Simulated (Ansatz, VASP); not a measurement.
## One calculation of V, two programs

INCAR

```
SYSTEM = V
PREC = Accurate
ENCUT = 520
EDIFF = 1E-6
ISMEAR = -1
SIGMA = 0.05
LREAL = .False.
LASPH = .True.
NELM = 150
ALGO = Normal
ISIF = 2
LWAVE = .False.
LCHARG = .True.
MAGMOM = 0 0 1.5
LORBIT = 11
LSORBIT = .True.
GGA_COMPAT = .False.
LORBMOM = .True.
LMAXMIX = 4
GGA = PE
LVHAR = .True.
NBANDS = 24
```

File KPOINTS:

```
regular mesh
0
Gamma
  16 16 16
  0 0 0
```

File POSCAR:

```
V
1.0
    0.0000000000      1.8950000000      1.8950000000
    1.8950000000      0.0000000000      1.8950000000
    1.8950000000      1.8950000000      0.0000000000
V
1
Direct
    0.0000000000      0.0000000000      0.0000000000
```

Input for Ansatz:

```yaml
crystal:
  lattice:
    - [0.0, 1.895, 1.895]
    - [1.895, 0.0, 1.895]
    - [1.895, 1.895, 0.0]
  atoms:
    - { symbol: V, position: [0.0, 0.0, 0.0], spin: 1.5 }
magnetization:
  noncollinear: true
  spin_orbit: true
kpoints:
  mp_grid: { grid: [16, 16, 16] }
  band_path:
    path:
      - [0.0, 0.0, 0.0]
      - [0.5, 0.0, 0.5]
      - [0.625, 0.25, 0.625]
      - [0.375, 0.375, 0.75]
      - [0.0, 0.0, 0.0]
      - [0.5, 0.5, 0.5]
      - [0.5, 0.25, 0.75]
      - [0.5, 0.0, 0.5]
    npoints: 5
scf:
  occupations: { method: fermi_dirac, width: 0.05 }
hamiltonian:
  xc: pbe
  pseudopotentials: { kind: all_electron, lapw: { basis_error: 0.001 } }
output:
  forces: true
  stress: true
  eigenvalues: true
```

Alike in both runs: task single point; functional PBE; k mesh 16 × 16 × 16; occupations fermi-dirac, width 0.05 eV; non-collinear spin, spin-orbit coupling.

|  | VASP | Ansatz |
| --- | --- | --- |
| version | VASP 6.6.1 | Ansatz 0.2.0 |
| potentials or method | VASP PAW PBE potentials, release 64 (V_sv), cutoff 520 eV | all-electron LAPW |

Ansatz gave:

* pressure (GPa): 3.9
* net moment per atom (μB): 0.00

**Question.** What did VASP give for the same quantities?

**Answer.** Pressure (GPa): 4.1; net moment per atom (μB): 0.00.

Ansatz ran all-electron here, and VASP with PAW potentials. Ansatz's warnings: seeded moment not kept.
